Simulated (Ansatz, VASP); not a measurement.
## LiCl in VASP and in Ansatz

```
Li Cl
1.0
     0.00000    2.52629    2.64170
     2.52629    0.00000    2.64170
     2.52629    2.52629    0.00000
Li Cl
1 1
Direct
  0.00000 0.00000 0.00000
  0.50000 0.50000 0.50000
```

Change from the starting cell: strain -0.015 along x and y, +0.030 along z, atoms carried along.

Alike in both runs: task single point; functional r2SCAN; k mesh 8 × 8 × 8; occupations gaussian, width 0.05 eV; no spin polarisation.

```csv
,VASP,Ansatz
version,VASP 6.6.1,Ansatz 0.2.0
potentials or method,"VASP PAW PBE potentials, release 64 (Li_sv, Cl), cutoff 520 eV","scalar-relativistic, plane waves, PAW"
valence electrons in the cell,10,10
```

Ansatz gave:

```
gap on the k mesh at the Fermi level (eV) : 7.16
least direct gap on the mesh (eV)         : 7.16
```

Task: Estimate VASP's values.

Result: gap on the k mesh at the Fermi level (eV): 7.23; least direct gap on the mesh (eV): 7.23.

VASP's potentials were made for PBE, not for r2SCAN. With one functional, cell and mesh, what is left measures potentials, basis and numerics.

Noted on VASP's run: the cutoff is under 1.25 times that of the potentials, so the pressure is a little rough.
